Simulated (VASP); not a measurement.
Set up this calculation in VASP 6.6.1, as the native input.

| Property | Result |
| --- | --- |
| Task | relaxation of cell and atoms |
| Functional | LDA |
| Potentials or basis | VASP PAW LDA potentials, release 64 (Zn, S) |
| Cutoff | 600 eV |
| k mesh | 12 × 12 × 4 |
| Occupations | fermi-dirac, width 0.02 eV |
| Spin | no spin polarisation |
| Dipole correction | no |
| Further INCAR settings | ALGO = Normal; EDIFF = 1e-06; IBRION = 2; EDIFFG = -0.01; NSW = 80; ISIF = 3 |

The structure of ZnS (Wurtzite-2H) lies in POSCAR:

```
ZnS
1.0
    3.8110000000      0.0000000000      0.0000000000
   -1.9055000000      3.3004228100      0.0000000000
    0.0000000000      0.0000000000      6.2340000000
Zn S
2 2
Direct
    0.3333333300      0.6666666700      0.0000000000
    0.6666666700      0.3333333300      0.5000000000
    0.3333333300      0.6666666700      0.3850000000
    0.6666666700      0.3333333300      0.8850000000
```

These files were run (other wordings do the same):

INCAR

```
SYSTEM = ZnS
  PREC = Accurate
  ENCUT = 600
  EDIFF = 1E-6
  ISMEAR = -1
  SIGMA = 0.02
  LREAL = .FALSE.
  LASPH = .TRUE.
  NELM = 80
  ALGO = Normal
  ISIF = 3
  LWAVE = .FALSE.
  LCHARG = .FALSE.
  IBRION = 2
  NSW = 80
  EDIFFG = -0.01
```

KPOINTS

```
regular mesh
0
G
  12 12 4
  0 0 0
```

Potentials or basis: VASP PAW LDA potentials, release 64 (Zn, S).

Command:

```bash
$ cat potpaw_LDA.64/Zn/POTCAR potpaw_LDA.64/S/POTCAR > POTCAR
$ mpirun -np 1 vasp_std > vasp.out
```

It gave:

- Relaxed volume: 18.64 Å³/atom
- Relaxed cell: a = 3.743 Å, b = 3.743 Å, c = 6.146 Å, α = 90.00°, β = 90.00°, γ = 120.00°
- Space group after relaxing (to 0.05 Å): P6_3mc (No. 186)
- Energy gained by relaxing: 17.1 meV/atom
- Ionic steps: 12
- Pressure after relaxing: 0.0 GPa
- Largest force after relaxing: 0.005 eV/Å
- Band gap on the k mesh: 2.22 eV, direct

Wall time 11 min on 1 thread of Intel Xeon 6975P-C, with other jobs on the host, peak memory 0.25 GiB.
